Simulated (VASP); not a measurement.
Set up this calculation in VASP 6.6.1, as the native input.

```
Task                   : single point
Functional             : PBE
Dispersion             : D3(BJ)
Potentials or basis    : VASP PAW PBE potentials, release 64 (Ge_d, Cu)
Cutoff                 : 520 eV
k mesh                 : 9 × 9 × 1
Occupations            : gaussian, width 0.1 eV
Spin                   : no spin polarisation
Dipole correction      : yes
Further INCAR settings : ALGO = Normal; EDIFF = 1e-06; NBANDS = 42
```

The structure of CuGe4 lies in POSCAR:

```
CuGe4
1.0
    4.0303587933      0.0000000000      0.0000000000
   -2.0151793967      3.4903931014      0.0000000000
    0.0000000000      0.0000000000     21.4984134729
Ge Cu
4 1
Direct
    0.3333333333      0.6666666667      0.1860602414
    0.0000000000      0.0000000000      0.2243278812
    0.0000000000      0.0000000000      0.3459155542
    0.6666666667      0.3333333333      0.3813496974
    1.3333333333      0.6666666667      0.5348493966
```

These files were run (other wordings do the same):

INCAR

```
  PREC = Accurate
  ENCUT = 520
  EDIFF = 1E-6
  ISMEAR = 0
  SIGMA = 0.1
  LREAL = F
  LASPH = T
  NELM = 80
  ALGO = Normal
  ISIF = 2
  LWAVE = F
  LCHARG = F
  LDIPOL = T
  IDIPOL = 3
  DIPOL = 0.5 0.5 0.335
  GGA = PE
  IVDW = 12
  NBANDS = 42
```

KPOINTS

```
Automatic mesh
0
Gamma
  9 9 1
```

Potentials or basis: VASP PAW PBE potentials, release 64 (Ge_d, Cu).

Command:

```console
$ cat potpaw_PBE.64/Ge_d/POTCAR potpaw_PBE.64/Cu/POTCAR > POTCAR
$ mpirun -np 1 vasp_std > vasp.out
```

Results of the run:

```yaml
Largest_force: 0.421 eV/Å
Band_gap_on_the_k_mesh: zero (an odd number of electrons rules out a gap without spin polarisation)
Dispersion_energy_per_atom: -0.232 eV
```

Run time: 3.8 min on 1 thread of Intel(R) Xeon(R) 6975P-C (Granite Rapids), on a shared host, peak memory 0.43 GiB.
